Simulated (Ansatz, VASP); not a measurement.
ScAl7N8 in VASP and in Ansatz

```
Al Sc N
1.0
     6.32646    0.00000    0.00000
    -3.16323    5.47888    0.00000
     0.00000    0.00000   10.02180
Al Sc N
14 2 16
Direct
  0.33657 0.16343 0.25075
  0.33657 0.16343 0.75075
  0.16812 0.83406 0.99937
  0.33657 0.67313 0.25075
  0.16812 0.83406 0.49937
  0.33657 0.67313 0.75075
  0.66594 0.33188 0.99937
  0.82687 0.16343 0.25075
  0.66594 0.33188 0.49937
  0.82687 0.16343 0.75075
  0.66594 0.83406 0.99937
  0.83333 0.66667 0.24893
  0.66594 0.83406 0.49937
  0.83333 0.66667 0.74893
  0.16667 0.33333 0.99556
  0.16667 0.33333 0.49556
  0.16667 0.33333 0.20820
  0.34441 0.15559 0.43835
  0.16667 0.33333 0.70820
  0.34441 0.15559 0.93835
  0.16536 0.83268 0.18975
  0.34441 0.68882 0.43835
  0.16536 0.83268 0.68975
  0.34441 0.68882 0.93835
  0.66732 0.33464 0.18975
  0.81118 0.15559 0.43835
  0.66732 0.33464 0.68975
  0.81118 0.15559 0.93835
  0.66732 0.83268 0.18975
  0.83333 0.66667 0.44063
  0.66732 0.83268 0.68975
  0.83333 0.66667 0.94063
```

Alike in both runs: functional r2SCAN; k mesh 4 × 4 × 3; no spin polarisation.

Ansatz relaxed the structure, and its values are those at the end. VASP's run is a single point on that final structure, the one shown.

```csv
,VASP,Ansatz
version,VASP 6.6.1,Ansatz 0.2.0
potentials or method,"VASP PAW PBE potentials, release 64 (Al, Sc_sv, N)","scalar-relativistic, plane waves, PAW"
plane-wave cutoff (eV),520,500
occupations,"gaussian, width 0.01 eV",fixed
valence electrons in the cell,144,144
```

|  | VASP | Ansatz | Ansatz less VASP |
| --- | --- | --- | --- |
| gap on the k mesh at the Fermi level (eV) | 4.69 | 4.65 | -0.036 |
| least direct gap on the mesh (eV) | 4.69 | 4.65 | -0.036 |
| pressure (GPa) | -0.1 | 0.0 | +0.09 |
| rms of the force components (eV/Å) | 0.030 | 0.000 | -0.0294 |

VASP's potentials were made for PBE, not for r2SCAN.
